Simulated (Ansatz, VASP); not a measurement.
Two plane-wave programs on H6C3O

```
C H O
1.0
     8.70659    0.00000    0.00000
     0.00000    8.70659    0.00000
     0.00000    0.00000    8.70659
C H O
12 24 4
Direct
  0.47201 0.79679 0.34688
  0.44462 0.84755 0.18127
  0.37459 0.16650 0.84490
  0.35814 0.12156 0.67618
  0.74564 0.38011 0.71279
  0.63998 0.51850 0.73318
  0.84627 0.68434 0.14202
  0.97441 0.63295 0.03434
  0.92984 0.08273 0.94700
  0.09909 0.35956 0.30914
  0.53518 0.36605 0.19181
  0.07053 0.96364 0.34808
  0.49056 0.89575 0.42290
  0.37368 0.73206 0.39238
  0.57342 0.72236 0.35619
  0.42676 0.74865 0.10494
  0.34314 0.92197 0.17133
  0.54304 0.91259 0.13655
  0.39317 0.29061 0.85782
  0.27099 0.13634 0.91029
  0.47213 0.10778 0.89931
  0.33917 0.99749 0.66353
  0.26061 0.18015 0.62158
  0.46136 0.15124 0.60987
  0.68461 0.27188 0.73441
  0.79288 0.37445 0.59604
  0.84308 0.38543 0.79272
  0.70166 0.62715 0.71516
  0.54429 0.51525 0.65099
  0.59048 0.52161 0.84915
  0.85391 0.80741 0.16763
  0.73277 0.66325 0.09166
  0.85112 0.62267 0.25201
  0.96597 0.50988 0.00797
  0.96923 0.69496 0.92450
  0.08864 0.65334 0.08374
  0.81727 0.08714 0.01277
  0.97280 0.34094 0.33594
  0.51943 0.28152 0.28986
  0.06882 0.89717 0.46012
```

Alike in both runs: functional PBE; dispersion D3(BJ); k mesh 1 × 1 × 1; occupations fermi-dirac, width 0.05 eV; no spin polarisation.

Ansatz relaxed the structure, and its values are those at the end. VASP's run is a single point on that final structure, the one shown.

```csv
,VASP,Ansatz
version,VASP 6.6.1,Ansatz 0.2.0
potentials or method,"VASP PAW PBE potentials, release 64 (C_h, H_h, O_h), cutoff 1000 eV","scalar-relativistic, plane waves, PAW"
valence electrons in the cell,96,96
```

```tsv
	VASP	Ansatz	Ansatz less VASP
gap on the k mesh at the Fermi level (eV)	5.53	5.52	-0.008
rms of the force components (eV/Å)	0.021	0.020	-0.0017
```

Ansatz's warnings: xc potential rough in thin density.
